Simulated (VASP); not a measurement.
Runs of VASP 6.6.1 on W. The structure is that of space group C2/m (No. 12), or close to it. The cells are those of the table. 

```tsv
cell	further INCAR settings	gap on the mesh (eV)	pressure (GPa)
a = 2.707, b = 2.601, c = 2.810 Å, angles 59.9, 61.2, 63.9°, 1 atom	ALGO = Fast; EDIFF = 1e-06; NBANDS = 13	none	33.1
a = 2.617, b = 2.292, c = 2.818 Å, angles 60.6, 64.9, 69.7°, 1 atom	ALGO = Fast; EDIFF = 1e-07; NBANDS = 13	none	(a)
a = 2.624, b = 2.187, c = 2.825 Å, angles 61.6, 67.4, 71.3°, 1 atom	ALGO = Fast; EDIFF = 1e-07; NBANDS = 13	none	123.9
a = 2.611, b = 2.397, c = 2.813 Å, angles 59.5, 62.4, 68.2°, 1 atom	ALGO = Fast; EDIFF = 1e-07; NBANDS = 13	none	83.9
```

Alike in all rows: task single point; level LDA; potentials or basis VASP PAW LDA potentials, release 64 (W_sv); no spin polarisation; k mesh 20 × 20 × 20; cutoff (eV) 520; smearing gaussian 0.15 eV.

Task: Estimate the missing entries.

Result: (a) 99.2.

Caveats: spin-orbit coupling is left out, which moves the levels of the heavy elements; the stress differs along the axes, from 19 to 41 GPa (at least some runs); the stress differs along the axes, from 82 to 122 GPa (at least some runs); the stress differs along the axes, from 83 to 162 GPa (at least some runs); the stress differs along the axes, from 68 to 100 GPa (at least some runs).

A k mesh can miss the band edges, and the runs leave out spin-orbit coupling on W.

A gap of «none» marks levels without a gap at the run's occupations.
